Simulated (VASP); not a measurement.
Wanted: the native input for a VASP 6.6.1 run.

```
Task                   : single point
Functional             : r2SCAN
Potentials or basis    : VASP PAW PBE potentials, release 64 (Mo_sv, Se)
Cutoff                 : 520 eV
k mesh                 : 12 × 12 × 12
Occupations            : gaussian, width 0.1 eV
Spin                   : no spin polarisation
Hubbard terms          : Mo d U = 4.38 eV
Dipole correction      : no
Further INCAR settings : ALGO = Normal; EDIFF = 1e-06; NBANDS = 17
```

MoSe:

```
CELL_PARAMETERS angstrom
0.00000 2.99922 2.99922
2.99922 0.00000 2.99922
2.99922 2.99922 0.00000
ATOMIC_POSITIONS crystal
Mo 0.00000 0.00000 0.00000
Se 0.25000 0.25000 0.25000
```

One way to write it, as run:

POSCAR

```
MoSe
1.0
    0.0000000000      2.9992194521      2.9992194521
    2.9992194521      0.0000000000      2.9992194521
    2.9992194521      2.9992194521      0.0000000000
Mo Se
1 1
Direct
    0.0000000000      0.0000000000      0.0000000000
    0.2500000000      0.2500000000      0.2500000000
```

INCAR.step1

```
SYSTEM = MoSe
PREC = Accurate
ENCUT = 520
ISMEAR = 0
SIGMA = 0.1
LREAL = .FALSE.
LASPH = .TRUE.
NELM = 150
LMAXMIX = 4
LDAU = .TRUE.
LDAUTYPE = 2
LDAUL = 2 -1
LDAUU = 4.38 0
LDAUJ = 0 0
NBANDS = 17
GGA = PE
ALGO = Normal
EDIFF = 1E-4
LWAVE = .TRUE.
LCHARG = .FALSE.
```

INCAR.step2

```
SYSTEM = MoSe
PREC = Accurate
ENCUT = 520
EDIFF = 1E-6
ISMEAR = 0
SIGMA = 0.1
LREAL = .FALSE.
LASPH = .TRUE.
NELM = 150
ALGO = Normal
ISIF = 2
LWAVE = .FALSE.
LCHARG = .FALSE.
LMAXMIX = 4
LDAU = .TRUE.
LDAUTYPE = 2
LDAUL = 2 -1
LDAUU = 4.38 0
LDAUJ = 0 0
LDAUPRINT = 1
METAGGA = R2SCAN
LMIXTAU = .TRUE.
NBANDS = 17
ISTART = 1
```

KPOINTS

```
Automatic mesh
0
G
  12 12 12
  0 0 0
```

Potentials or basis: VASP PAW PBE potentials, release 64 (Mo_sv, Se).

Command:

```sh
$ cat potpaw_PBE.64/Mo_sv/POTCAR potpaw_PBE.64/Se/POTCAR > POTCAR
$ cp INCAR.step1 INCAR
$ mpirun -np 1 vasp_std > vasp.out
$ cp INCAR.step2 INCAR
$ mpirun -np 1 vasp_std > vasp.out
```

It gave:

```
Pressure               : -0.2 GPa
Band gap on the k mesh : 0.42 eV (least direct gap 0.43 eV)
```

Caveat: the PAW data sets were made with another functional, which shifts forces and pressure a little.

It took 75 s on 1 thread of Intel(R) Xeon(R) 6975P-C (Granite Rapids), on a shared host, peak memory 0.23 GiB.
